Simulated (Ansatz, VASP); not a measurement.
## MoWSe4: VASP beside Ansatz

```xyz
6
Lattice="2.8744 -1.6598 0.0000 2.8744 1.6598 0.0000 -0.0051 0.0000 22.7668" Properties=species:S:1:pos:R:3 pbc="T T T"
Mo    1.9102    0.0000   10.2738
Se    3.8263    0.0000   11.9264
Se    1.9198    0.0000    1.7672
Se    1.9195    0.0000    5.0920
Se    3.8264    0.0000    8.6191
W     3.8364    0.0000    3.4292
```

Alike in both runs: task single point; functional LDA; k mesh 7 × 7 × 1; occupations gaussian, width 0.05 eV; collinear spin; Hubbard terms Mo d U = 4.0 eV, W d U = 4.0 eV.

```csv
,VASP,Ansatz
version,VASP 6.6.1,Ansatz 0.2.0
potentials or method,"VASP PAW LDA potentials, release 64 (Mo_sv, Se, W_sv), cutoff 520 eV","scalar-relativistic, plane waves, PAW"
valence electrons in the cell,52,92
```

|  | VASP | Ansatz | Ansatz less VASP |
| --- | --- | --- | --- |
| gap on the k mesh at the Fermi level (eV) | 1.40 | 1.40 | +0.005 |
| least direct gap on the mesh (eV) | 1.63 | 1.54 | -0.086 |
| rms of the force components (eV/Å) | 0.030 | 0.183 | +0.1538 |
| net moment per atom (μB) | 0.00 | 0.00 | 0.000 |

LDA's correlation is that of Perdew and Zunger in VASP and of Perdew and Wang (1992) in Ansatz. The programs project onto different local orbitals, so the same U acts differently, and such runs can settle in different states. Atom by atom the forces differ by 0.183 eV/Å (rms over components). VASP's potentials hold 52 valence electrons a cell and Ansatz's 92, so a difference there can come from the potentials and not from the codes. Ansatz's warnings: seeded moment not kept, specified occupation not kept, symmetry narrowed by occupation matrices.

Spin-orbit coupling is off throughout.
